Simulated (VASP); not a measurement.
Crystal: InAs.

```
In As
1.0
     0.00000    2.87730    2.87730
     2.87730    0.00000    2.87730
     2.87730    2.87730    0.00000
In As
1 1
Direct
  0.50000 0.50000 0.50000
  0.00000 0.00000 0.00000
```

| Property | Result |
| --- | --- |
| Program | VASP 6.6.1 |
| Task | relaxation of cell and atoms |
| Functional | BLYP |
| Dispersion | D3(BJ) |
| Potentials or basis | VASP PAW PBE potentials, release 64 (In_d, As) |
| Cutoff | 600 eV |
| k mesh | 6 × 6 × 6 |
| Occupations | fermi-dirac, width 0.1 eV |
| Spin | no spin polarisation |

At the start: pressure -1.3 GPa; volume 23.82 Å³/atom.

Task: Where does the relaxation end?

Result: Over 3 steps the energy falls by 2.3 meV/atom and the volume is 23.28 Å³/atom (-2.3 %); space group Fm-3m (No. 225, to 0.05 Å).

Step by step:
```csv
step,energy change (eV),largest force (eV/Å),pressure (GPa),volume (Å³)
1,0.0000,0.0000,-1.26,47.64
2,-0.0044,0.0000,0.31,46.36
3,-0.0047,0.0000,0.04,46.56
```

Final structure:
```
CELL_PARAMETERS angstrom
0.00000 2.85540 2.85540
2.85540 0.00000 2.85540
2.85540 2.85540 0.00000
ATOMIC_POSITIONS crystal
In 0.50000 0.50000 0.50000
As 0.00000 0.00000 0.00000
```

Caveat: the PAW data sets were made with another functional, which shifts forces and pressure a little; pairwise dispersion overbinds metals, which lowers pressure and volume.
